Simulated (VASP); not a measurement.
Input of a VASP 6.6.1 run:

File INCAR:

```
ALGO = Normal
EDIFF = 1E-6
ENCUT = 520
GGA = PE
ISIF = 2
ISMEAR = 0
LASPH = T
LCHARG = T
LELF = T
LREAL = F
LVHAR = T
LWAVE = F
NBANDS = 20
NELM = 100
PREC = Accurate
SIGMA = 0.1
```

Contents of KPOINTS:

```
k-points
0
Gamma
  4 4 4
```

Contents of POSCAR:

```
Se
1.0
    3.8116881631      0.0000000000      0.0000000000
    0.0000000000      3.8116881631      0.0000000000
    0.0000000000      0.0000000000      6.6145081280
Se
4
Direct
    0.1158076011      0.1158076011      0.5000000000
    0.3841923989      0.6158076011      0.7500000000
    0.6158076011      0.3841923989      0.2500000000
    0.8841923989      0.8841923989      0.0000000000
```

Potentials or basis: VASP PAW PBE potentials, release 64 (Se).

Launch:

```bash
$ cat potpaw_PBE.64/Se/POTCAR > POTCAR
$ mpirun -np 1 vasp_std > vasp.out
```

**Question.** Predict the band gap on the k mesh.

**Answer.** 0.09 eV, indirect (least direct gap 0.35 eV).

**Question.** Estimate the pressure.

**Answer.** 0.3 GPa.

Stress tensor (GPa, compression positive):
```
0.26 0.00 0.00
0.00 0.26 0.00
0.00 0.00 0.38
```

A k mesh can miss the band edges.
